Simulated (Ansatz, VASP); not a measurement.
## BaAg2F6 in VASP and in Ansatz

```
Ba Ag F
1.0
     6.08647    0.00000    0.00000
     3.01577    5.34547    0.00000
     3.03731    1.67818    5.09778
Ba Ag F
1 2 6
Direct
  0.49149 0.47964 0.52025
  0.24847 0.25132 0.24988
  0.75224 0.74966 0.74856
  0.54201 0.06107 0.42907
  0.92663 0.46371 0.10140
  0.46942 0.55732 0.92611
  0.49006 0.04471 0.95160
  0.06007 0.91644 0.54643
  0.01962 0.47614 0.52671
```

Alike in both runs: task single point; functional PBE; k mesh 4 × 4 × 4; occupations gaussian, width 0.2 eV; no spin polarisation.

|  | VASP | Ansatz |
| --- | --- | --- |
| version | VASP 6.6.1 | Ansatz 0.2.0 |
| potentials or method | VASP PAW PBE potentials, release 64 (Ba_sv, Ag, F), cutoff 520 eV | scalar-relativistic, plane waves, PAW |
| valence electrons in the cell | 74 | 90 |

|  | VASP | Ansatz | Ansatz less VASP |
| --- | --- | --- | --- |
| gap on the k mesh at the Fermi level (eV) | none | none | - |
| pressure (GPa) | 0.1 | 0.0 | -0.07 |
| traceless stress, the component that is largest in VASP (GPa) | 0.10 | 0.01 | -0.088 |
| rms of the force components (eV/Å) | 0.035 | 0.013 | -0.0224 |

Atom by atom the forces differ by 0.030 eV/Å (rms over components). A gap of «none» marks a metal or a gap that the smearing closes. VASP's potentials hold 74 valence electrons a cell and Ansatz's 90, so a difference there can come from the potentials and not from the codes.

Spin-orbit coupling is off throughout.
